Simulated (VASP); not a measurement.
A run of VASP 6.6.1 is set up as follows.

INCAR

```
SYSTEM = CsLiCr2Te2S3
PREC     = Accurate       ! precision mode
ENCUT    = 520            ! plane-wave cutoff, eV
EDIFF    = 1E-6           ! SCF threshold, eV
ISMEAR   = -1             ! smearing method
SIGMA    = 0.05           ! smearing width, eV
LREAL    = .False.        ! projectors in reciprocal space
LASPH    = .True.         ! aspherical terms in the spheres
NELM     = 150            ! most SCF steps
ALGO     = Normal         ! electronic algorithm
ISIF     = 2              ! what is computed and relaxed
LWAVE    = .False.        ! write WAVECAR
LCHARG   = .True.         ! write CHGCAR
ISPIN    = 2              ! spin polarisation
MAGMOM   = 0 0 3 3 0 0 0 0 0 ! initial moments
LORBIT   = 11             ! projections on sites
LMAXMIX  = 4              ! l up to which the mixer works
GGA      = B5             ! functional
ALDAX    = 1.0          
AGGAX    = 1.0          
AGGAC    = 1.0          
ALDAC    = 0.0          
LVHAR    = .True.       
NBANDS   = 47             ! bands
KPAR     = 4
```

File KPOINTS:

```
Automatic mesh
0
Gamma
  5 5 4
  0 0 0
```

File POSCAR:

```
CsLiCr2Te2S3
1.0
    3.4216200000     -5.1806900000      0.0078400000
    3.4216200000      5.1806900000      0.0078400000
   -2.9041100000      0.0000000000      7.4309300000
Cs Li Cr Te S
1 1 2 2 3
Direct
    0.0937400000      0.0937400000      0.0085300000
    0.5887500000      0.5887500000      0.5533600000
    0.0564600000      0.4675500000      0.5579000000
    0.4675500000      0.0564600000      0.5579000000
    0.5648600000      0.8735700000      0.2903500000
    0.8735700000      0.5648600000      0.2903500000
    0.8115100000      0.3969700000      0.7334700000
    0.3969700000      0.8115100000      0.7334700000
    0.2140400000      0.2140400000      0.4837100000
```

Potentials or basis: VASP PAW PBE potentials, release 64 (Cs_sv, Li_sv, Cr_pv, Te, S).

Command:

```console
$ cat potpaw_PBE.64/Cs_sv/POTCAR potpaw_PBE.64/Li_sv/POTCAR potpaw_PBE.64/Cr_pv/POTCAR potpaw_PBE.64/Te/POTCAR potpaw_PBE.64/S/POTCAR > POTCAR
$ mpirun -np 4 vasp_std > vasp.out
```

Question: What does it give for the net moment?

Answer: 4.01 μB per cell.

Question: Predict the band gap on the k mesh.

Answer: Zero (filled and empty bands overlap).

Forces in eV/Å, atoms in the order of the input:
```
Cs   0.017  0.000 -0.047
Li  -0.031  0.000  0.043
Cr   0.004  0.030  0.006
Cr   0.004 -0.030  0.006
Te  -0.051  0.033 -0.211
Te  -0.051 -0.033 -0.211
S    0.038  0.080  0.237
S    0.038 -0.080  0.237
S    0.034  0.000 -0.063
```

Caveat: the PAW data sets were made with another functional, which shifts forces and pressure a little; spin-orbit coupling is left out, which moves the levels of the heavy elements; the run started ferromagnetic, and an antiferromagnetic order may lie lower in energy. With open d or f shells a metallic result of BLYP can be an artefact of self-interaction; +U or a hybrid may open a gap.
